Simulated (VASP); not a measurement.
Input of a VASP 6.6.1 run:

The input INCAR:

```
PREC = Accurate
ENCUT = 520
EDIFF = 1E-6
ISMEAR = 0
SIGMA = 0.15
LREAL = F
LASPH = T
NELM = 80
ALGO = Fast
ISIF = 2
LWAVE = F
LCHARG = F
GGA = CA
NBANDS = 33
```

File KPOINTS:

```
regular mesh
0
Gamma
  10 10 10
```

The input POSCAR:

```
In3Cu
1.0
    4.3311027024      0.0000000000      0.0000000000
    0.0000000000      4.3311027024      0.0000000000
    0.0000000000      0.0000000000      4.3311027024
In Cu
3 1
Direct
    0.0000000000      0.5000000000      0.5000000000
    0.5000000000      0.0000000000      0.5000000000
    0.5000000000      0.5000000000      0.0000000000
    0.0000000000      0.0000000000      0.0000000000
```

Potentials or basis: VASP PAW LDA potentials, release 64 (In_d, Cu).

Run with:

```console
$ cat potpaw_LDA.64/In_d/POTCAR potpaw_LDA.64/Cu/POTCAR > POTCAR
$ mpirun -np 1 vasp_std > vasp.out
```

(1) Predict the band gap on the k mesh.

(2) Estimate the pressure.

## Answers

(1) zero (band 25 reaches 11.01 eV, above the bottom of band 26 at 6.55 eV).

(2) 0.1 GPa.

Caveat: spin-orbit coupling is left out, which moves the levels of the heavy elements.
